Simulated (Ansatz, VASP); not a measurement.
## Sr in VASP and in Ansatz

```
CELL_PARAMETERS angstrom
4.34848 0.00000 0.00000
-2.17424 3.49926 0.00000
0.00000 0.00000 6.87853
ATOMIC_POSITIONS crystal
Sr 0.33333 0.66667 0.25000
Sr 0.66667 0.33333 0.75000
```

Change from the starting cell: strain +e along x and -e along y +0.0367, strain +e along z and -e/2 along x and y +0.0000.

Alike in both runs: task single point; functional PBEsol; k mesh 12 × 12 × 8; occupations gaussian, width 0.15 eV; no spin polarisation.

```csv
,VASP,Ansatz
version,VASP 6.6.1,Ansatz 0.2.0
potentials or method,"VASP PAW PBE potentials, release 64 (Sr_sv), cutoff 520 eV","scalar-relativistic, plane waves, PAW"
valence electrons in the cell,20,20
```

```tsv
	VASP	Ansatz	Ansatz less VASP
gap on the k mesh at the Fermi level (eV)	none	none	-
pressure (GPa)	0.0	0.0	-0.01
traceless stress, the component that is largest in VASP (GPa)	0.62	0.62	0.000
rms of the force components (eV/Å)	0.039	0.039	-0.0002
```

VASP's potentials were made for PBE, not for PBEsol. Atom by atom the forces differ by 0.000 eV/Å (rms over components). A gap of «none» marks a metal or a gap that the smearing closes.
